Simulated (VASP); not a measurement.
Li, 1 atom in the cell. The structure is cubic, space group Im-3m (No. 229). Conventional cell: a = 3.509 Å, b = 3.509 Å, c = 3.509 Å, α = 90.00°, β = 90.00°, γ = 90.00°. Within 4.0 Å of Li (site symmetry m-3m) lie 14 Li at 3.04 to 3.51 Å. 

| Property | Result |
| --- | --- |
| Program | VASP 6.6.1 |
| Task | relaxation of cell and atoms |
| Functional | PBE |
| Dispersion | D3(BJ) |
| Potentials or basis | VASP PAW PBE potentials, release 64 (Li_sv) |
| Cutoff | 600 eV |
| k mesh | 11 × 11 × 11 |
| Occupations | fermi-dirac, width 0.05 eV |
| Spin | no spin polarisation |
| Dipole correction | no |
| Further INCAR settings | ALGO = Normal; EDIFF = 1e-06; IBRION = 2; EDIFFG = -0.02; NSW = 80; ISIF = 3 |

Potentials or basis: VASP PAW PBE potentials, release 64 (Li_sv).

Run with:

```sh
$ cat potpaw_PBE.64/Li_sv/POTCAR > POTCAR
$ mpirun -np 1 vasp_std > vasp.out
```

Hardware: 1 thread of AMD EPYC 9R45 96-Core Processor (Zen 5), on a shared host.

Q: Estimate the wall time of this run.

A: Wall time 12 s on 1 thread of AMD EPYC 9R45 96-Core Processor (Zen 5), on a shared host, peak memory 0.11 GiB. Counts: scf iterations 38, k points 56, ion steps 5.
